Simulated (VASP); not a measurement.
FePt: single point with PBE

FePt:

```
Fe Pt
1.0
     2.98630    0.00000    0.00000
     0.00000    2.98630    0.00000
     0.00000    0.00000    2.98630
Fe Pt
1 1
Direct
  0.00000 0.00000 0.00000
  0.50000 0.50000 0.50000
```

```yaml
Program: VASP 6.6.1
Task: single point
Functional: PBE
Potentials_or_basis: VASP PAW PBE potentials, release 64 (Fe, Pt)
Cutoff: 520 eV
k_mesh: 14 × 14 × 14
Occupations: gaussian, width 0.1 eV
Spin: no spin polarisation
Dipole_correction: no
Further_INCAR_settings: ALGO = Fast; EDIFF = 1e-06; NBANDS = 16
```

```json
{
  "Pressure": "-0.4 GPa",
  "Band gap on the k mesh": "zero (band 9 reaches 9.71 eV, above the bottom of band 10 at 8.48 eV)"
}
```

Levels at points of the mesh, in eV from the Fermi level:
| k point | band 5 | band 6 | band 7 | band 8 | band 9 | band 10 | band 11 | band 12 | band 13 | band 14 |
| --- | --- | --- | --- | --- | --- | --- | --- | --- | --- | --- |
| (0.00, 0.00, 0.00) | -2.73 | -2.73 | -0.27 | -0.27 | 0.84 | 0.84 | 0.84 | 8.52 | 8.52 | 8.52 |
| (0.50, 0.00, 0.00) | -3.12 | -1.87 | -1.69 | -1.05 | -1.05 | -0.39 | 0.43 | 0.78 | 14.49 | 15.60 |
| (0.50, 0.50, 0.00) | -0.67 | -0.57 | -0.19 | 0.17 | 0.17 | 0.17 | 1.20 | 1.20 | 5.78 | 9.01 |
| (0.50, 0.50, 0.50) | -2.31 | -2.31 | -0.49 | -0.49 | 0.20 | 0.20 | 7.03 | 7.92 | 7.92 | 7.92 |

It took 18 s on 1 thread of Intel(R) Xeon(R) 6975P-C (Granite Rapids), with other jobs on the host, peak memory 0.18 GiB.

Caveat: spin-orbit coupling is left out, which moves the levels of the heavy elements. Spin polarisation is off, so any magnetic state and its effect on volume and gap are missing.
